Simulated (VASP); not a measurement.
Input of a VASP 6.6.1 run:

The input INCAR:

```
PREC = Accurate
ENCUT = 520
EDIFF = 1E-6
ISMEAR = 0
SIGMA = 0.1
LREAL = F
LASPH = T
NELM = 100
ALGO = Fast
ISIF = 2
LWAVE = F
LCHARG = F
GGA = PE
NBANDS = 30
```

Contents of KPOINTS:

```
Automatic mesh
0
Gamma
  12 12 12
```

POSCAR

```
AlW3
1.0
    4.3646982954      0.0000000000      0.0000000000
    0.0000000000      4.3646982954      0.0000000000
    0.0000000000      0.0000000000      3.3048768938
Al W
1 3
Direct
    0.0000000000      0.0000000000      0.0000000000
    0.5000000000      0.5000000000      0.0000000000
    0.5000000000      0.0000000000      0.5000000000
    0.0000000000      0.5000000000      0.5000000000
```

Potentials or basis: VASP PAW PBE potentials, release 64 (Al, W_sv).

The run is started by

```sh
$ cat potpaw_PBE.64/Al/POTCAR potpaw_PBE.64/W_sv/POTCAR > POTCAR
$ mpirun -np 1 vasp_std > vasp.out
```

(1) Predict the pressure.

## Answers

(1) 0.3 GPa.
